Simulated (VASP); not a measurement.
The system is Sb.

```
CELL_PARAMETERS angstrom
-1.87134 1.87134 1.87134
1.87134 -1.87134 1.87134
1.87134 1.87134 -1.87134
ATOMIC_POSITIONS crystal
Sb 0.00000 0.00000 0.00000
```

- Program: VASP 6.6.1
- Task: relaxation of cell and atoms
- Functional: BLYP
- Potentials or basis: VASP PAW PBE potentials, release 64 (Sb)
- Cutoff: 600 eV
- k mesh: 10 × 10 × 10
- Occupations: fermi-dirac, width 0.05 eV
- Spin: no spin polarisation

At the start: pressure 9.2 GPa; volume 26.21 Å³/atom.

**Question.** How do energy, volume and symmetry change on relaxing?

**Answer.** Over 5 steps the energy falls by 104.4 meV/atom and the volume is 30.37 Å³/atom (+15.8 %); space group Im-3m (No. 229, to 0.05 Å).

Step by step:
```
step  energy change (eV)  largest force (eV/Å)  pressure (GPa)  volume (Å³)
   1              0.0000                0.0000            9.24        26.21
   2             -0.0879                0.0000           -2.51        32.37
   3             -0.1044                0.0000            0.05        30.34
   4             -0.1044                0.0000           -0.07        30.42
   5             -0.1044                0.0000            0.01        30.37
```

Final structure:
```cif
data_structure
_symmetry_space_group_name_H-M 'P 1'
_symmetry_Int_Tables_number 1
_cell_length_a 3.4041
_cell_length_b 3.4041
_cell_length_c 3.4041
_cell_angle_alpha 109.471
_cell_angle_beta 109.471
_cell_angle_gamma 109.471
_cell_volume 30.37
loop_
_atom_site_label
_atom_site_type_symbol
_atom_site_fract_x
_atom_site_fract_y
_atom_site_fract_z
_atom_site_occupancy
Sb1 Sb 0.00000 0.00000 0.00000 1
```

Caveat: the volume moved by over 15 % at a fixed basis, so the end points are rough; the PAW data sets were made with another functional, which shifts forces and pressure a little.
